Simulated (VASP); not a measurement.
# GaN (GaN (P6_3mc)) in VASP: settings compared

Aim: see how the results for GaN (GaN (P6_3mc)) move with the level of theory and the settings. Levels: r2SCAN, PBE. Tasks: single point.

Everything below comes from runs of VASP 6.6.1. Logs are shortened: lines on timing, memory, paths and dates and some standing lists are left out, and cuts for length are marked.

**1. The cell of the first run**

The typed cell holds 4 atoms: a = 3.219 Å, b = 3.219 Å, c = 5.244 Å, α = 90.00°, β = 90.00°, γ = 120.00°.

**2. Single point, r2SCAN**

Input file POSCAR:

```
GaN
1.0
    3.2186213444      0.0000000003      0.0000000000
   -1.6093106744      2.7874078503      0.0000000000
    0.0000000000      0.0000000000      5.2435339950
Ga N
2 2
Direct
    0.6686631883      0.3312146125      0.4986561764
    0.3312146125      0.6686631883      0.9986561764
    0.6652205912      0.3349016080      0.8763438236
    0.3349016080      0.6652205912      0.3763438236
```

Input file INCAR.step1:

```
SYSTEM = GaN
PREC = Accurate
ENCUT = 520
ISMEAR = -1
SIGMA = 0.01
LREAL = .False.
LASPH = .True.
NELM = 100
NBANDS = 26
GGA = PE
ALGO = Normal
EDIFF = 1E-4
LWAVE = .True.
LCHARG = .False.
```

Input file INCAR.step2:

```
SYSTEM = GaN
PREC = Accurate
ENCUT = 520
EDIFF = 1E-6
ISMEAR = -1
SIGMA = 0.01
LREAL = .False.
LASPH = .True.
NELM = 100
ALGO = Normal
ISIF = 2
LWAVE = .False.
LCHARG = .True.
METAGGA = R2SCAN
LMIXTAU = .True.
LELF = .True.
LVHAR = .True.
NBANDS = 26
ISTART = 1
```

Input file KPOINTS:

```
Automatic mesh
0
Gamma
  2 2 2
  0.25 0.25 0.25
```

Potentials or basis: VASP PAW PBE potentials, release 64 (Ga_d, N).

Command:

```sh
cat potpaw_PBE.64/Ga_d/POTCAR potpaw_PBE.64/N/POTCAR > POTCAR
cp INCAR.step1 INCAR
mpirun -np 1 vasp_std > vasp.out
cp INCAR.step2 INCAR
mpirun -np 1 vasp_std > vasp.out
```

OUTCAR:

```text
SYSTEM = GaN
   PREC = Accurate
   ENCUT = 520
   EDIFF = 1E-6
   ISMEAR = -1
   LREAL = .False.
   LASPH = .True.
   NELM = 100
   ISIF = 2
   METAGGA = R2SCAN
   ISTART = 1

 ion  position               nearest neighbor table
   1  0.669  0.331  0.499-   4 1.96   4 1.96   4 1.97   3 1.98
   2  0.331  0.669  0.999-   3 1.96   3 1.96   3 1.97   4 1.98
   3  0.665  0.335  0.876-   2 1.96   2 1.96   2 1.97   1 1.98
   4  0.335  0.665  0.376-   1 1.96   1 1.96   1 1.97   2 1.98

  LATTYP: Found a hexagonal cell.
 ALAT       =     3.2186213444
 C/A-ratio  =     1.6291242224

  Lattice vectors:

 A1 = (   3.2186213444,   0.0000000003,   0.0000000000)
 A2 = (  -1.6093106744,   2.7874078503,   0.0000000000)
 A3 = (   0.0000000000,   0.0000000000,   5.2435339950)

Analysis of symmetry for initial positions (statically):
=====================================================================
 Subroutine PRICEL returns:
 Original cell was already a primitive cell.

 Routine SETGRP: Setting up the symmetry group for a
 hexagonal supercell.

 Subroutine GETGRP returns: Found  2 space group operations
 (whereof  1 operations were pure point group operations)
 out of a pool of 24 trial point group operations.

The static configuration has the point symmetry C_1 .
 The point group associated with its full space group is C_1h.

Analysis of symmetry for dynamics (positions and initial velocities):
=====================================================================
 Subroutine PRICEL returns:
 Original cell was already a primitive cell.

 Routine SETGRP: Setting up the symmetry group for a
 hexagonal supercell.

 Subroutine GETGRP returns: Found  2 space group operations
 (whereof  1 operations were pure point group operations)
 out of a pool of 24 trial point group operations.

The dynamic configuration has the point symmetry C_1 .
 The point group associated with its full space group is C_1h.

 Subroutine INISYM returns: Found  2 space group operations
 (whereof  1 operations are pure point group operations),
 and found     1 'primitive' translations

----------------------------------------------------------------------------------------

                                     Primitive cell

  volume of cell :      47.0429

  direct lattice vectors                    reciprocal lattice vectors
     3.218621344  0.000000000  0.000000000     0.310692030  0.179378127  0.000000000
    -1.609310674  2.787407850  0.000000000    -0.000000000  0.358756254  0.000000000
     0.000000000  0.000000000  5.243533995     0.000000000  0.000000000  0.190711074

  length of vectors
     3.218621344  3.218621346  5.243533995     0.358756255  0.358756254  0.190711074

  position of ions in fractional coordinates (direct lattice)
     0.668663188  0.331214612  0.498656176
     0.331214612  0.668663188  0.998656176
     0.665220591  0.334901608  0.876343824
     0.334901608  0.665220591  0.376343824

  ion indices of the primitive-cell ions
   primitive index   ion index
                 1           1
                 2           2
                 3           3
                 4           4

----------------------------------------------------------------------------------------

 KPOINTS: Automatic mesh

Automatic generation of k-mesh.
 Grid dimensions read from file:
 generate k-points for:    2    2    2

 Generating k-lattice:

  Cartesian coordinates                     Fractional coordinates (reciprocal lattice)
     0.155346015  0.089689064  0.000000000     0.500000000  0.000000000  0.000000000
    -0.000000000  0.179378127  0.000000000    -0.000000000  0.500000000  0.000000000
     0.000000000  0.000000000  0.095355537     0.000000000  0.000000000  0.500000000

  Length of vectors
     0.179378127  0.179378127  0.095355537

  Shift w.r.t. Gamma in fractional coordinates (k-lattice)
     0.250000000  0.250000000  0.250000000

 Subroutine IBZKPT returns following result:
 ===========================================

 Found     28 irreducible k-points:

 Following reciprocal coordinates:
            Coordinates               Weight
  0.125000  0.125000  0.125000      2.000000
 -0.125000  0.250000  0.125000      4.000000
 -0.250000  0.125000  0.125000      4.000000
 -0.125000 -0.125000  0.125000      2.000000
 -0.375000  0.125000  0.125000      4.000000
 -0.125000 -0.250000  0.125000      4.000000
[... 16 lines left out ...]
  0.125000  0.250000 -0.375000      4.000000
 -0.250000  0.375000 -0.375000      4.000000
 [... further k-points ...]
   k-points           NKPTS =     28   k-points in BZ     NKDIM =     28   number of bands    NBANDS=     26
   number of dos      NEDOS =    301   number of ions     NIONS =      4
   total plane-waves  NPLWV =  23040
   dimension x,y,z NGX =    24 NGY =   24 NGZ =   40
   dimension x,y,z NGXF=    48 NGYF=   48 NGZF=   80
   ions per type =               2   2
   NGX,Y,Z   is equivalent  to a cutoff of  12.40, 12.40, 12.68 a.u.
   NGXF,Y,Z  is equivalent  to a cutoff of  24.79, 24.79, 25.36 a.u.
 SYSTEM =  GaN
   PREC   = accura    normal or accurate (medium, high low for compatibility)
   ISTART =      1    job   : 0-new  1-cont  2-samecut
   ICHARG =      0    charge: 1-file 2-atom 10-const
   ISPIN  =      1    spin polarized calculation?
   LNONCOLLINEAR =      F non collinear calculations
   LSORBIT =      F    spin-orbit coupling
   LASPH  =      T    aspherical Exc in radial PAW
   ENCUT  =  520.0 eV  38.22 Ry    6.18 a.u.   5.98  5.98  9.75*2*pi/ulx,y,z
   NELM   =    100;   NELMIN=  2; NELMDL=  0     # of ELM steps
   EDIFF  = 0.1E-05   stopping-criterion for ELM
   LREAL  =      F    real-space projection
[... 7 lines left out ...]
   TEBEG  =    0.0;   TEEND  =   0.0 temperature during run
   PSTRESS=    0.0 pullay stress
   NELECT =      36.0000    total number of electrons
   NUPDOWN=      -1.0000    fix difference up-down
   EMIN   =  10.00;   EMAX   =-10.00  energy-range for DOS
   EFERMI =   0.00;   METHOD = LEGACY
   ISMEAR =    -1;   SIGMA  =   0.01  broadening in eV -4-tet -1-fermi 0-gaus
   EFERMI_NEDOS =   21; number of points for ismear=-14 and -15
   IALGO  =     38    algorithm
   IMIX   =      4    mixing-type and parameters
     AMIX     =   0.40;   BMIX     =  1.00
     AMIX_MAG =   1.60;   BMIX_MAG =  1.00
  volume/ion in A,a.u.               =      11.76        79.37
  Fermi-wavevector in a.u.,A,eV,Ry     =   1.497422  2.829717 30.507965  2.242272
  Thomas-Fermi vector in A             =   2.609312
   LORBIT       =      0    0 simple, 1 ext, 2 COOP (PROOUT), +10 PAW based schemes
   METAGGA = R2SCAN    functional components
   LHFCALC =     F    Hartree Fock is set to
   AEXX    =    0.0000 exact exchange contribution
   IVDW    =     0    specifies the selected vdW correction
   LEPSILON=     F    determine dielectric tensor
   LRPA    =     F    only Hartree local field effects (RPA)
 non-spin polarized calculation
  energy-cutoff  :      520.00
  volume of cell :       47.04
 maximum number of plane-waves:      1277
   NGX = 11   NGY = 11   NGZ = 19

 number of electron      35.9999971 magnetization

 Free energy of the ion-electron system (eV)
  ---------------------------------------------------
  ext. energy  EPLUGINS =         0.00000000
  ---------------------------------------------------
  free energy    TOTEN  =       -44.28653175 eV

  energy without entropy =      -44.28653175  energy(sigma->0) =      -44.28653175

 E-fermi :   4.4169     XC(G=0): -12.4821

 val. band max:        4.1322730296   @ k =   0.1250   0.1250   0.1250
 cond. band min:       9.1048432963   @ k =  -0.1250   0.2500   0.1250
 fundamental gap:      4.9725702667
 Fermi energy:         4.4168639246

 k-point     1 :       0.1250    0.1250    0.1250
  band No.  band energies     occupation
      1     -11.4309      2.00000
      2     -10.8451      2.00000
      3      -9.0040      2.00000
      4      -8.9941      2.00000
      5      -8.9354      2.00000
      6      -8.9234      2.00000
[... 18 lines left out ...]
     25      16.2842      0.00000
     26      17.7387      0.00000

 k-point     2 :      -0.1250    0.2500    0.1250
  band No.  band energies     occupation
      1     -11.4316      2.00000
      2     -10.8457      2.00000
      3      -9.0024      2.00000
      4      -8.9964      2.00000
      5      -8.9370      2.00000
      6      -8.9264      2.00000
[... 18 lines left out ...]
     25      16.2481      0.00000
     26      17.7509      0.00000

 k-point     3 :      -0.2500    0.1250    0.1250
  band No.  band energies     occupation
      1     -11.4316      2.00000
      2     -10.8456      2.00000
      3      -9.0024      2.00000
      4      -8.9964      2.00000
      5      -8.9370      2.00000
      6      -8.9264      2.00000
[... 18 lines left out ...]
     25      16.2477      0.00000
     26      17.7513      0.00000

 k-point     4 :      -0.1250   -0.1250    0.1250
  band No.  band energies     occupation
      1     -11.4309      2.00000
      2     -10.8451      2.00000
      3      -9.0041      2.00000
      4      -8.9941      2.00000
      5      -8.9354      2.00000
      6      -8.9234      2.00000
[... 18 lines left out ...]
     25      16.2835      0.00000
     26      17.7395      0.00000

 k-point     5 :      -0.3750    0.1250    0.1250
  band No.  band energies     occupation
      1     -11.1190      2.00000
      2     -10.7779      2.00000
      3      -8.9827      2.00000
      4      -8.9656      2.00000
      5      -8.8873      2.00000
      6      -8.8632      2.00000
[... 18 lines left out ...]
     25      16.3483      0.00000
     26      18.5030      0.00000

 k-point     6 :      -0.1250   -0.2500    0.1250
  band No.  band energies     occupation
      1     -11.1185      2.00000
      2     -10.7773      2.00000
      3      -8.9811      2.00000
      4      -8.9663      2.00000
      5      -8.8868      2.00000
      6      -8.8604      2.00000
[... 427 lines left out ...]
 k-point    21 :       0.2500   -0.3750   -0.3750
  band No.  band energies     occupation
      1     -10.9755      2.00000
      2     -10.8334      2.00000
      3      -8.9659      2.00000
      4      -8.9442      2.00000
      5      -8.9249      2.00000
      6      -8.8895      2.00000
[... 18 lines left out ...]
     25      16.7924      0.00000
     26      17.6848      0.00000

 k-point    22 :       0.3750   -0.1250   -0.3750
  band No.  band energies     occupation
      1     -10.9749      2.00000
      2     -10.8329      2.00000
      3      -8.9659      2.00000
      4      -8.9438      2.00000
      5      -8.9252      2.00000
      6      -8.8911      2.00000
[... 18 lines left out ...]
     25      16.8099      0.00000
     26      17.7092      0.00000

 k-point    23 :       0.1250    0.2500   -0.3750
  band No.  band energies     occupation
      1     -10.9746      2.00000
      2     -10.8325      2.00000
      3      -8.9673      2.00000
      4      -8.9451      2.00000
      5      -8.9230      2.00000
      6      -8.8889      2.00000
[... 18 lines left out ...]
     25      16.7548      0.00000
     26      17.6549      0.00000

 k-point    24 :      -0.2500    0.3750   -0.3750
  band No.  band energies     occupation
      1     -10.9755      2.00000
      2     -10.8334      2.00000
      3      -8.9659      2.00000
      4      -8.9442      2.00000
      5      -8.9249      2.00000
      6      -8.8895      2.00000
[... 18 lines left out ...]
     25      16.7925      0.00000
     26      17.6852      0.00000

 [... further k-points ...]
[... 5 lines left out ...]
  --------------------------------------------------------------------------------------
  -------------------------------------------------------------------------------------
  Total       -2.0185880     -1.9986584     -1.2427745      0.0172596      0.0033030      0.0019073
  in kB      -68.7485881    -68.0698294    -42.3261160      0.5878224      0.1124930      0.0649579
  external PRESSURE =     -59.7148445 kB  Pullay stress =       0.0000000 kB

 VOLUME and BASIS-vectors are now :
 -----------------------------------------------------------------------------
  energy-cutoff  :      520.00
  volume of cell :       47.04
      direct lattice vectors                 reciprocal lattice vectors
     3.218621344  0.000000000  0.000000000     0.310692030  0.179378127  0.000000000
    -1.609310674  2.787407850  0.000000000    -0.000000000  0.358756254  0.000000000
     0.000000000  0.000000000  5.243533995     0.000000000  0.000000000  0.190711074

 POSITION                                       TOTAL-FORCE (eV/Angst)
 -----------------------------------------------------------------------------------
      1.61915      0.92323      2.61472        -0.056837      0.038433     -0.005250
     -0.01003      1.86384      5.23649         0.061703     -0.030006     -0.005250
      1.60213      0.93351      4.59514        -0.001726     -0.004621      0.005250
      0.00737      1.85424      1.97337        -0.003139     -0.003806      0.005250
 -----------------------------------------------------------------------------------
    total drift:                                0.000029      0.000051      0.016763

  FREE ENERGIE OF THE ION-ELECTRON SYSTEM (eV)
  ---------------------------------------------------
  free  energy   TOTEN  =       -44.2865317473 eV

  energy  without entropy=      -44.2865317473  energy(sigma->0) =      -44.28653175
```

Run time: 41 s. Hardware: 1 thread of Intel Xeon 6975P-C (Granite Rapids), shared host; peak memory 0.16 GiB.

What came out:

```yaml
Free_energy: -44.2865 eV
Pressure: -6.0 GPa
Largest_force: 0.069 eV/Å
Band_gap_on_the_k_mesh: 4.97 eV, indirect (the least direct gap lies 0.6 meV higher)
```

Forces in eV/Å, atoms in the order of the input:
```
Ga  -0.057  0.038 -0.005
Ga   0.062 -0.030 -0.005
N   -0.002 -0.005  0.005
N   -0.003 -0.004  0.005
```

Caveat: the k points lie up to 1.13 Å⁻¹ apart; the PAW data sets were made with another functional, which shifts forces and pressure a little. A k mesh can miss the band edges.

**3. Single point, PBE**

This run uses another cell than the first one: it holds 8 atoms, not 4.

Input file INCAR:

```
SYSTEM = GaN
PREC = Accurate
ENCUT = 520
EDIFF = 1E-6
ISMEAR = 0
SIGMA = 0.01
LREAL = .FALSE.
LASPH = .TRUE.
NELM = 80
ALGO = Normal
ISIF = 2
LWAVE = .FALSE.
LCHARG = .FALSE.
GGA = PE
NBANDS = 46
```

Input file KPOINTS:

```
Automatic mesh
0
Gamma
  2 2 1
  0.25 0.25 0.25
```

Input file POSCAR:

```
GaN
1.0
    3.2186213444      0.0000000003      0.0000000000
   -1.6093106744      2.7874078503      0.0000000000
    0.0000000000      0.0000000000     10.4870679900
Ga N
4 4
Direct
    0.6686631883      0.3312146125      0.2493280882
    0.3312146125      0.6686631883      0.4993280882
    0.6686631883      0.3312146125      0.7493280882
    0.3312146125      0.6686631883      0.9993280882
    0.6652205912      0.3349016080      0.4381719118
    0.3349016080      0.6652205912      0.1881719118
    0.6652205912      0.3349016080      0.9381719118
    0.3349016080      0.6652205912      0.6881719118
```

Potentials or basis: VASP PAW PBE potentials, release 64 (Ga_d, N).

Command:

```sh
cat potpaw_PBE.64/Ga_d/POTCAR potpaw_PBE.64/N/POTCAR > POTCAR
mpirun -np 1 vasp_std > vasp.out
```

Wall time 29 s (1 thread of Intel Xeon 6975P-C (Granite Rapids), shared host); peak memory 0.21 GiB.

Results (log left out):

```yaml
Free_energy: -49.6243 eV
Pressure: -0.7 GPa
Largest_force: 0.061 eV/Å
Band_gap_on_the_k_mesh: 4.49 eV
```

Forces on the atoms (eV/Å):
```
Ga  -0.050  0.034 -0.007
Ga   0.054 -0.026 -0.007
Ga  -0.050  0.034 -0.007
Ga   0.054 -0.026 -0.007
N   -0.003 -0.003  0.007
N   -0.001 -0.005  0.007
N   -0.003 -0.003  0.007
N   -0.001 -0.005  0.007
```

Stress tensor (GPa, compression positive):
```
-1.65  0.06  0.01
 0.06 -1.58  0.01
 0.01  0.01  1.03
```

Levels at points of the mesh, in eV from the valence-band top:
```tsv
k point	band 33	band 34	band 35	band 36	band 37	band 38	band 39	band 40
(0.12, 0.12, 0.25)	-0.63	-0.51	-0.10	0.00	4.50	5.29	6.36	6.54
```

Caveat: the k points lie up to 1.13 Å⁻¹ apart.

**4. Single point, PBE**

This run uses another cell than the first one: it holds 16 atoms, not 4.

Input file INCAR:

```
SYSTEM = GaN
ALGO = Normal ; EDIFF = 1E-6
ENCUT = 520 ; GGA = PE
ISIF = 2 ; ISMEAR = 0
ISYM = 0 ; LASPH = .TRUE.
LCHARG = .FALSE. ; LREAL = Auto
LWAVE = .FALSE. ; NBANDS = 86
NELM = 100 ; PREC = Accurate
SIGMA = 0.01
```

Input file KPOINTS:

```
Automatic mesh
0
Gamma
  1 1 2
  0.25 0.25 0.25
```

Input file POSCAR:

```
GaN
1.0
    6.4372426901      0.0000000029      0.0000000000
   -3.2186213475      5.5748156985      0.0000000000
    0.0000000000      0.0000000000      5.2435339950
Ga N
8 8
Direct
    0.3343315942      0.1656073062      0.4986561764
    0.1656073062      0.3343315942      0.9986561764
    0.3343315942      0.6656073062      0.4986561764
    0.1656073062      0.8343315942      0.9986561764
    0.8343315942      0.1656073062      0.4986561764
    0.6656073062      0.3343315942      0.9986561764
    0.8343315942      0.6656073062      0.4986561764
    0.6656073062      0.8343315942      0.9986561764
    0.3326102956      0.1674508040      0.8763438236
    0.1674508040      0.3326102956      0.3763438236
    0.3326102956      0.6674508040      0.8763438236
    0.1674508040      0.8326102956      0.3763438236
    0.8326102956      0.1674508040      0.8763438236
    0.6674508040      0.3326102956      0.3763438236
    0.8326102956      0.6674508040      0.8763438236
    0.6674508040      0.8326102956      0.3763438236
```

Command:

```sh
cat potpaw_PBE.64/Ga_d/POTCAR potpaw_PBE.64/N/POTCAR > POTCAR
mpirun -np 1 vasp_std > vasp.out
```

Wall time 4.5 min (1 thread of Intel Xeon 6975P-C (Granite Rapids), shared host); peak memory 0.33 GiB.

The run converged. Its results:

| Property | Result |
| --- | --- |
| Free energy | -99.2541 eV |
| Pressure | -0.8 GPa |
| Largest force | 0.062 eV/Å |
| Band gap on the k mesh | 4.49 eV |

Forces on the atoms (eV/Å):
```
Ga  -0.051  0.035 -0.007
Ga   0.056 -0.027 -0.007
Ga  -0.051  0.035 -0.007
Ga   0.056 -0.027 -0.007
Ga  -0.051  0.035 -0.007
Ga   0.056 -0.027 -0.007
Ga  -0.051  0.035 -0.007
Ga   0.056 -0.027 -0.007
N   -0.003 -0.003  0.006
N   -0.001 -0.005  0.007
N   -0.003 -0.004  0.007
N   -0.001 -0.004  0.007
N   -0.003 -0.003  0.007
N   -0.002 -0.005  0.007
N   -0.003 -0.004  0.007
N   -0.001 -0.005  0.007
```

Stress tensor (GPa, compression positive):
```
-1.68  0.06  0.01
 0.06 -1.62  0.01
 0.01  0.01  0.98
```

Levels at points of the mesh, in eV from the valence-band top:
```
           k point  band 68  band 69  band 70  band 71  band 72  band 73  band 74  band 75  band 76  band 77
(0.25, 0.25, 0.12)    -0.71    -0.52    -0.52    -0.10     0.00     4.50     5.51     5.51     6.05     6.54
```

Caveat: the k points lie up to 1.13 Å⁻¹ apart. A k mesh can miss the band edges.

**5. Summary**

| level | cell | k mesh | smearing | gap on the mesh (eV) | pressure (GPa) | largest force (eV/Å) |
| --- | --- | --- | --- | --- | --- | --- |
| r2SCAN | a = 3.219, b = 3.219, c = 5.244 Å, angles 90.0, 90.0, 120.0°, 4 atoms | 2 × 2 × 2, shifted | fermi-dirac 0.01 eV | 4.97 | -6.0 | 0.07 |
| PBE | a = 3.219, b = 3.219, c = 10.487 Å, angles 90.0, 90.0, 120.0°, 8 atoms | 2 × 2 × 1, shifted | gaussian 0.01 eV | 4.49 | -0.7 | 0.06 |
| PBE | a = 6.437, b = 6.437, c = 5.244 Å, angles 90.0, 90.0, 120.0°, 16 atoms | 1 × 1 × 2, shifted | gaussian 0.01 eV | 4.49 | -0.8 | 0.06 |

Alike in all rows: task single point; potentials or basis VASP PAW PBE potentials, release 64 (Ga_d, N); no spin polarisation; cutoff (eV) 520.

Caveats: all runs use coarse meshes; the PAW data sets were made with another functional, which shifts forces and pressure a little (some runs).

Absolute energies hang on the potentials; compare differences alone.
